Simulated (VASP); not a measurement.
Ca: single point with r2SCAN+rVV10

The system is Ca.

```xyz
1
Lattice="0.0000 2.8281 2.8281 2.8281 0.0000 2.8281 2.8281 2.8281 0.0000" Properties=species:S:1:pos:R:3 pbc="T T T"
Ca    0.0000    0.0000    0.0000
```

- Program: VASP 6.6.1
- Task: single point
- Functional: r2SCAN
- Dispersion: rVV10
- Potentials or basis: VASP PAW PBE potentials, release 64 (Ca_sv)
- Cutoff: 520 eV
- k mesh: 8 × 8 × 8
- Occupations: fermi-dirac, width 0.05 eV
- Spin: no spin polarisation
- Dipole correction: no
- Further INCAR settings: ALGO = Normal; EDIFF = 1e-06; NBANDS = 11

```
Pressure               : -0.9 GPa
Band gap on the k mesh : zero (bands 5 and 6 overlap by 0.63 eV)
```

Levels at points of the mesh, in eV from the Fermi level:
```tsv
k point	band 2	band 3	band 4	band 5	band 6	band 7	band 8	band 9
(0.00, 0.00, 0.00)	-23.89	-23.89	-23.89	-4.12	2.68	2.68	2.68	3.73
(0.50, 0.00, 0.00)	-24.00	-23.90	-23.90	-0.87	-0.28	2.55	2.55	4.40
(0.50, 0.50, 0.00)	-24.00	-23.93	-23.93	-0.28	0.85	0.87	4.39	4.58
```

It took 2.3 min on 1 thread of Intel Xeon 8259CL, on a shared host, peak memory 0.29 GiB.

Caveat: the PAW data sets were made with another functional, which shifts forces and pressure a little.
